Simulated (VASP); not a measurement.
# VAu (R-3m) in VASP: notebook

VAu is run at these levels: PBEsol; tasks: single point.

All numbers are computed with VASP 6.6.1; they aren't measurements. Logs are shortened: lines on timing, memory, paths and dates and some standing lists are left out, and cuts for length are marked.

## Step 1: The cell of the first run

The structure is trigonal, space group R-3m (No. 166). Conventional cell: a = 2.821 Å, b = 2.821 Å, c = 13.833 Å, α = 90.00°, β = 90.00°, γ = 120.00°. V (site symmetry -3m) has 6 V at 2.82 Å and 6 Au at 2.82 Å within 3.7 Å. Within 3.7 Å of Au (site symmetry -3m) lie 6 Au at 2.82 Å and 6 V at 2.82 Å.

## Step 2: Single point, PBEsol, collinear spin, ferromagnetic start

Contents of INCAR:

```
SYSTEM = VAu
ALGO = Normal
EDIFF = 1E-6
ENCUT = 500
GGA = PS
GGA_COMPAT = .FALSE.
ISIF = 2
ISMEAR = -1
ISPIN = 2
LASPH = .TRUE.
LCHARG = .TRUE.
LELF = .TRUE.
LMAXMIX = 4
LORBIT = 11
LREAL = .FALSE.
LVHAR = .TRUE.
LWAVE = .FALSE.
MAGMOM = 0.9 0
NBANDS = 23
NELM = 200
NUPDOWN = 0.9
PREC = Accurate
SIGMA = 0.05
```

Contents of KPOINTS:

```
k-points
0
G
  14 14 14
  0 0 0
```

Contents of POSCAR:

```
VAu
1.0
    1.4104010158      0.8142954061      4.6110877943
   -1.4104010158      0.8142954061      4.6110877943
    0.0000000000     -1.6285908123      4.6110877943
V Au
1 1
Direct
    0.5000000000      0.5000000000      0.5000000000
    0.0000000000      0.0000000000      0.0000000000
```

Potentials or basis: VASP PAW PBE potentials, release 64 (V_sv, Au).

On the command line:

```bash
> cat potpaw_PBE.64/V_sv/POTCAR potpaw_PBE.64/Au/POTCAR > POTCAR
> mpirun -np 1 vasp_std > vasp.out
```

OUTCAR:

```text
SYSTEM = VAu
   EDIFF = 1E-6
   ENCUT = 500
   GGA = PS
   ISIF = 2
   ISMEAR = -1
   ISPIN = 2
   LASPH = .TRUE.
   LORBIT = 11
   LREAL = .FALSE.
   NELM = 200
   NUPDOWN = 0.9
   PREC = Accurate

 ion  position               nearest neighbor table
   1  0.500  0.500  0.500-   2 2.82   2 2.82   2 2.82   2 2.82   2 2.82   2 2.82
   2  0.000  0.000  0.000-   1 2.82   1 2.82   1 2.82   1 2.82   1 2.82   1 2.82

  LATTYP: Found a trigonal (rhomboedric) cell.
 ALAT       =     4.8902391230
 COS(alpha) =     0.8336376570

  Lattice vectors:

 A1 = (   1.4104010158,   0.8142954061,   4.6110877943)
 A2 = (  -1.4104010158,   0.8142954061,   4.6110877943)
 A3 = (   0.0000000000,  -1.6285908123,   4.6110877943)

Analysis of symmetry for initial positions (statically):
=====================================================================
 Subroutine PRICEL returns:
 Original cell was already a primitive cell.

 Routine SETGRP: Setting up the symmetry group for a
 trigonal (rhombohedral) supercell.

 Subroutine GETGRP returns: Found 12 space group operations
 (whereof 12 operations were pure point group operations)
 out of a pool of 12 trial point group operations.

The static configuration has the point symmetry D_3d.

Analysis of symmetry for dynamics (positions and initial velocities):
=====================================================================
 Subroutine PRICEL returns:
 Original cell was already a primitive cell.

 Routine SETGRP: Setting up the symmetry group for a
 trigonal (rhombohedral) supercell.

 Subroutine GETGRP returns: Found 12 space group operations
 (whereof 12 operations were pure point group operations)
 out of a pool of 12 trial point group operations.

The dynamic configuration has the point symmetry D_3d.

Analysis of structural, dynamic, and magnetic symmetry:
=====================================================================
 Subroutine PRICEL returns:
 Original cell was already a primitive cell.

 Routine SETGRP: Setting up the symmetry group for a
 trigonal (rhombohedral) supercell.

 Subroutine GETGRP returns: Found 12 space group operations
 (whereof 12 operations were pure point group operations)
 out of a pool of 12 trial point group operations.

The overall configuration has the point symmetry D_3d.

 Subroutine INISYM returns: Found 12 space group operations
 (whereof 12 operations are pure point group operations),
 and found     1 'primitive' translations

----------------------------------------------------------------------------------------

                                     Primitive cell

  volume of cell :      31.7745

  direct lattice vectors                    reciprocal lattice vectors
     1.410401016  0.814295406  4.611087794     0.354509104  0.204675926  0.072289522
    -1.410401016  0.814295406  4.611087794    -0.354509104  0.204675926  0.072289522
     0.000000000 -1.628590812  4.611087794     0.000000000 -0.409351853  0.072289522

  length of vectors
     4.890239123  4.890239123  4.890239123     0.415685836  0.415685836  0.415685836

  position of ions in fractional coordinates (direct lattice)
     0.500000000  0.500000000  0.500000000
     0.000000000  0.000000000  0.000000000

  ion indices of the primitive-cell ions
   primitive index   ion index
                 1           1
                 2           2

----------------------------------------------------------------------------------------

 KPOINTS: k-points

Automatic generation of k-mesh.
 Grid dimensions read from file:
 generate k-points for:   14   14   14

 Generating k-lattice:

  Cartesian coordinates                     Fractional coordinates (reciprocal lattice)
     0.025322079  0.014619709  0.005163537     0.071428571  0.000000000  0.000000000
    -0.025322079  0.014619709  0.005163537     0.000000000  0.071428571  0.000000000
     0.000000000 -0.029239418  0.005163537     0.000000000  0.000000000  0.071428571

  Length of vectors
     0.029691845  0.029691845  0.029691845

  Shift w.r.t. Gamma in fractional coordinates (k-lattice)
     0.000000000  0.000000000  0.000000000

 Subroutine IBZKPT returns following result:
 ===========================================

 Found    288 irreducible k-points:

 Following reciprocal coordinates:
            Coordinates               Weight
  0.000000  0.000000  0.000000      1.000000
  0.071429 -0.000000 -0.000000      6.000000
  0.142857  0.000000  0.000000      6.000000
  0.214286 -0.000000 -0.000000      6.000000
  0.285714  0.000000  0.000000      6.000000
  0.357143 -0.000000 -0.000000      6.000000
[... 16 lines left out ...]
  0.214286  0.142857  0.000000     12.000000
  0.285714  0.142857 -0.000000     12.000000
 [... further k-points ...]
   k-points           NKPTS =    288   k-points in BZ     NKDIM =    288   number of bands    NBANDS=     23
   number of dos      NEDOS =    301   number of ions     NIONS =      2
   total plane-waves  NPLWV =  46656
   dimension x,y,z NGX =    36 NGY =   36 NGZ =   36
   dimension x,y,z NGXF=    72 NGYF=   72 NGZF=   72
   ions per type =               1   1
   NGX,Y,Z   is equivalent  to a cutoff of  12.24, 12.24, 12.24 a.u.
   NGXF,Y,Z  is equivalent  to a cutoff of  24.48, 24.48, 24.48 a.u.
 SYSTEM =  VAu
   PREC   = accura    normal or accurate (medium, high low for compatibility)
   ISTART =      0    job   : 0-new  1-cont  2-samecut
   ICHARG =      2    charge: 1-file 2-atom 10-const
   ISPIN  =      2    spin polarized calculation?
   LNONCOLLINEAR =      F non collinear calculations
   LSORBIT =      F    spin-orbit coupling
   LASPH  =      T    aspherical Exc in radial PAW
   ENCUT  =  500.0 eV  36.75 Ry    6.06 a.u.   8.92  8.92  8.92*2*pi/ulx,y,z
   NELM   =    200;   NELMIN=  2; NELMDL= -5     # of ELM steps
   EDIFF  = 0.1E-05   stopping-criterion for ELM
   LREAL  =      F    real-space projection
   EDIFFG = 0.1E-04   stopping-criterion for IOM
   NSW    =      0    number of steps for IOM
   IBRION =     -1    ionic relax: 0-MD 1-quasi-New 2-CG
   NFREE  =      0    steps in history (QN), initial steepest desc. (CG)
   ISIF   =      2    stress and relaxation
   ISYM   =      2    0-nonsym 1-usesym 2-fastsym
   POTIM  = 0.5000    time-step for ionic-motion
   TEBEG  =    0.0;   TEEND  =   0.0 temperature during run
   PSTRESS=    0.0 pullay stress
   NELECT =      24.0000    total number of electrons
   NUPDOWN=       0.9000    fix difference up-down
   EMIN   =  10.00;   EMAX   =-10.00  energy-range for DOS
   EFERMI =   0.00;   METHOD = LEGACY
   ISMEAR =    -1;   SIGMA  =   0.05  broadening in eV -4-tet -1-fermi 0-gaus
   EFERMI_NEDOS =   21; number of points for ismear=-14 and -15
   IALGO  =     38    algorithm
   IMIX   =      4    mixing-type and parameters
     AMIX     =   0.40;   BMIX     =  1.00
     AMIX_MAG =   1.60;   BMIX_MAG =  1.00
  volume/ion in A,a.u.               =      15.89       107.21
  Fermi-wavevector in a.u.,A,eV,Ry     =   1.490913  2.817416 30.243305  2.222820
  Thomas-Fermi vector in A             =   2.603634
   LORBIT       =     11    0 simple, 1 ext, 2 COOP (PROOUT), +10 PAW based schemes
   GGA     = PS    functional components
   LHFCALC =     F    Hartree Fock is set to
   AEXX    =    0.0000 exact exchange contribution
   IVDW    =     0    specifies the selected vdW correction
   LEPSILON=     F    determine dielectric tensor
   LRPA    =     F    only Hartree local field effects (RPA)
 spin polarized calculation
  energy-cutoff  :      500.00
  volume of cell :       31.77
 maximum number of plane-waves:       821
   NGX = 17   NGY = 17   NGZ = 17

 number of electron      23.9999998 magnetization       0.9000000

 Free energy of the ion-electron system (eV)
  ---------------------------------------------------
  ext. energy  EPLUGINS =         0.00000000
  ---------------------------------------------------
  free energy    TOTEN  =       -13.13826069 eV

  energy without entropy =      -13.11410571  energy(sigma->0) =      -13.12618320

 E-fermi :   9.2857     XC(G=0): -12.7406

 val. band max:        9.4855436081   @ k =  -0.2143   0.4286   0.2143
 cond. band min:       9.2891445826   @ k =   0.3571   0.2143   0.1429
 fundamental gap:     -0.1963990255
 Fermi energy:         9.4856697552

 spin component 1

 k-point     1 :       0.0000    0.0000    0.0000
  band No.  band energies     occupation
      1     -54.9962      1.00000
      2     -29.0407      1.00000
      3     -28.6513      1.00000
      4     -28.6513      1.00000
      5      -0.0281      1.00000
      6       2.7599      1.00000
[... 15 lines left out ...]
     22      29.0566      0.00000
     23      29.0566      0.00000

 k-point     2 :       0.0714   -0.0000   -0.0000
  band No.  band energies     occupation
      1     -54.9931      1.00000
      2     -29.0378      1.00000
      3     -28.6718      1.00000
      4     -28.6560      1.00000
      5       0.1492      1.00000
      6       2.8529      1.00000
[... 564 lines left out ...]
 k-point    24 :       0.2857    0.1429   -0.0000
  band No.  band energies     occupation
      1     -54.9648      1.00000
      2     -29.0127      1.00000
      3     -28.8429      1.00000
      4     -28.7099      1.00000
      5       1.9282      1.00000
      6       3.6232      1.00000
[... 15 lines left out ...]
     22      28.0364      0.00000
     23      28.7709      0.00000

 [... further k-points ...]

 spin component 2

 k-point     1 :       0.0000    0.0000    0.0000
  band No.  band energies     occupation
      1     -54.3193      1.00000
      2     -28.4251      1.00000
      3     -27.9501      1.00000
      4     -27.9501      1.00000
      5       0.0858      1.00000
      6       2.9056      1.00000
[... 15 lines left out ...]
     22      29.2509      0.00000
     23      29.2509      0.00000

 k-point     2 :       0.0714   -0.0000   -0.0000
  band No.  band energies     occupation
      1     -54.3162      1.00000
      2     -28.4223      1.00000
      3     -27.9708      1.00000
      4     -27.9549      1.00000
      5       0.2642      1.00000
      6       2.9945      1.00000
[... 564 lines left out ...]
 k-point    24 :       0.2857    0.1429   -0.0000
  band No.  band energies     occupation
      1     -54.2877      1.00000
      2     -28.3967      1.00000
      3     -28.1436      1.00000
      4     -28.0092      1.00000
      5       2.0470      1.00000
      6       3.7287      1.00000
[... 15 lines left out ...]
     22      28.2620      0.00000
     23      28.9003      0.00000

 [... further k-points ...]
[... 5 lines left out ...]
  --------------------------------------------------------------------------------------
  -------------------------------------------------------------------------------------
  Total       -1.7169461     -1.7169461     -1.3015198      0.0000000      0.0000000      0.0000000
  in kB      -86.5741063    -86.5741063    -65.6269374      0.0000000      0.0000000      0.0000000
  external PRESSURE =     -79.5917167 kB  Pullay stress =       0.0000000 kB

 VOLUME and BASIS-vectors are now :
 -----------------------------------------------------------------------------
  energy-cutoff  :      500.00
  volume of cell :       31.77
      direct lattice vectors                 reciprocal lattice vectors
     1.410401016  0.814295406  4.611087794     0.354509104  0.204675926  0.072289522
    -1.410401016  0.814295406  4.611087794    -0.354509104  0.204675926  0.072289522
     0.000000000 -1.628590812  4.611087794     0.000000000 -0.409351853  0.072289522

 POSITION                                       TOTAL-FORCE (eV/Angst)
 -----------------------------------------------------------------------------------
      0.00000     -0.00000      6.91663        -0.000000      0.000000      0.000000
      0.00000      0.00000      0.00000         0.000000      0.000000      0.000000
 -----------------------------------------------------------------------------------
    total drift:                                0.000000     -0.000000      0.000000

  FREE ENERGIE OF THE ION-ELECTRON SYSTEM (eV)
  ---------------------------------------------------
  free  energy   TOTEN  =       -13.1382606882 eV

  energy  without entropy=      -13.1141057052  energy(sigma->0) =      -13.12618320

 total charge

# of ion       s       p       d       tot
------------------------------------------
    1        2.274   6.158   2.956  11.388
    2        0.632   0.500   8.628   9.760
--------------------------------------------------
tot          2.906   6.658  11.584  21.148

 magnetization (x)

# of ion       s       p       d       tot
------------------------------------------
    1        0.007   0.022   0.680   0.709
    2        0.004   0.009   0.048   0.061
--------------------------------------------------
tot          0.010   0.031   0.728   0.770
```

Run time: 14 min. Hardware: 1 thread of Intel Xeon 8259CL, shared host; peak memory 0.48 GiB.

Results:

```
Free energy                                           : -13.1383 eV
Pressure                                              : -8.0 GPa
Net moment                                            : 0.90 μB per cell
Site moments                                          : V +0.71; Au +0.06 μB
Valence electrons inside the program's atomic spheres : V 11.39; Au 9.76
```

Stress tensor (GPa, compression positive):
```
-8.66  0.00  0.00
 0.00 -8.66  0.00
 0.00  0.00 -6.56
```

Caveat: the cell stands under tension; the PAW data sets were made with another functional, which shifts forces and pressure a little; spin-orbit coupling is left out, which moves the levels of the heavy elements; the total moment is fixed, so each spin has its own Fermi level.

## Step 3: Single point, PBEsol, collinear spin, ferromagnetic start

Contents of INCAR:

```
PREC = Accurate
ENCUT = 500
EDIFF = 1E-6
ISMEAR = -1
SIGMA = 0.05
LREAL = F
LASPH = T
NELM = 200
ALGO = Normal
ISIF = 2
LWAVE = F
LCHARG = F
ISPIN = 2
MAGMOM = 1.2 0
LORBIT = 11
NUPDOWN = 1.2
LMAXMIX = 4
GGA = PS
NBANDS = 23
GGA_COMPAT = F
```

Contents of KPOINTS:

```
Automatic mesh
0
Gamma
  14 14 14
```

POSCAR is that of step 2.

Potentials or basis: VASP PAW PBE potentials, release 64 (V_sv, Au).

On the command line:

```bash
> cat potpaw_PBE.64/V_sv/POTCAR potpaw_PBE.64/Au/POTCAR > POTCAR
> mpirun -np 1 vasp_std > vasp.out
```

Run time: 13 min. Hardware: 1 thread of Intel Xeon 8259CL, shared host; peak memory 0.48 GiB.

The run converged. Its results:

```yaml
Free_energy: -13.1066 eV
Pressure: -6.9 GPa
Net_moment: 1.20 μB per cell
Site_moments: V +0.95; Au +0.07 μB
Valence_electrons_inside_the_program's_atomic_spheres: V 11.39; Au 9.76
```

Stress tensor (GPa, compression positive):
```
-7.20  0.00  0.00
 0.00 -7.20  0.00
 0.00  0.00 -6.20
```

Caveat: the cell stands under tension; the PAW data sets were made with another functional, which shifts forces and pressure a little; spin-orbit coupling is left out, which moves the levels of the heavy elements; the total moment is fixed, so each spin has its own Fermi level.

## Step 4: Single point, PBEsol, collinear spin, ferromagnetic start

Contents of INCAR:

```
ALGO     = Normal         # electronic algorithm
EDIFF    = 1E-6           # SCF threshold, eV
ENCUT    = 500            # plane-wave cutoff, eV
GGA      = PS             # functional
GGA_COMPAT= F            
ISIF     = 2              # what is computed and relaxed
ISMEAR   = -1             # smearing method
ISPIN    = 2              # spin polarisation
LASPH    = T              # aspherical terms in the spheres
LCHARG   = F              # write CHGCAR
LMAXMIX  = 4              # l up to which the mixer works
LORBIT   = 11             # projections on sites
LREAL    = F              # projectors in reciprocal space
LWAVE    = F              # write WAVECAR
MAGMOM   = 0.4 0          # initial moments
NBANDS   = 23             # bands
NELM     = 200            # most SCF steps
NUPDOWN  = 0.4            # fixed moment
PREC     = Accurate       # precision mode
SIGMA    = 0.05           # smearing width, eV
```

Contents of KPOINTS:

```
k-points
0
Gamma
  14 14 14
```

POSCAR is that of step 3.

On the command line:

```bash
> cat potpaw_PBE.64/V_sv/POTCAR potpaw_PBE.64/Au/POTCAR > POTCAR
> mpirun -np 1 vasp_std > vasp.out
```

Run time: 11 min. Hardware: 1 thread of Intel Xeon Platinum 8259CL at 2.50GHz (Skylake/Cascade Lake), shared host; peak memory 0.47 GiB.

The run converged. Its results:

* Free energy: -13.1795 eV
* Pressure: -9.1 GPa
* Net moment: 0.40 μB per cell
* Site moments: V +0.31; Au +0.03 μB
* Valence electrons inside the program's atomic spheres: V 11.38; Au 9.76

Stress tensor (GPa, compression positive):
```
-9.99  0.00  0.00
 0.00 -9.99  0.00
 0.00  0.00 -7.23
```

Caveat: the cell stands under tension; the PAW data sets were made with another functional, which shifts forces and pressure a little; spin-orbit coupling is left out, which moves the levels of the heavy elements; the total moment is fixed, so each spin has its own Fermi level.

## Step 5: The runs side by side

| fixed moment (μB) | pressure (GPa) | moment (μB) |
| --- | --- | --- |
| 0.9 | -8.0 | 0.90 |
| 1.2 | -6.9 | 1.20 |
| 0.4 | -9.1 | 0.40 |

Alike in all rows: task single point; level PBEsol; potentials or basis VASP PAW PBE potentials, release 64 (V_sv, Au); spin collinear, ferromagnetic start; cell as given; k mesh 14 × 14 × 14; cutoff (eV) 500; smearing fermi-dirac 0.05 eV.

Caveats: the cell stands under tension; the PAW data sets were made with another functional, which shifts forces and pressure a little; spin-orbit coupling is left out, which moves the levels of the heavy elements; the total moment is fixed, so each spin has its own Fermi level.

Absolute energies hang on the potentials; compare differences alone.
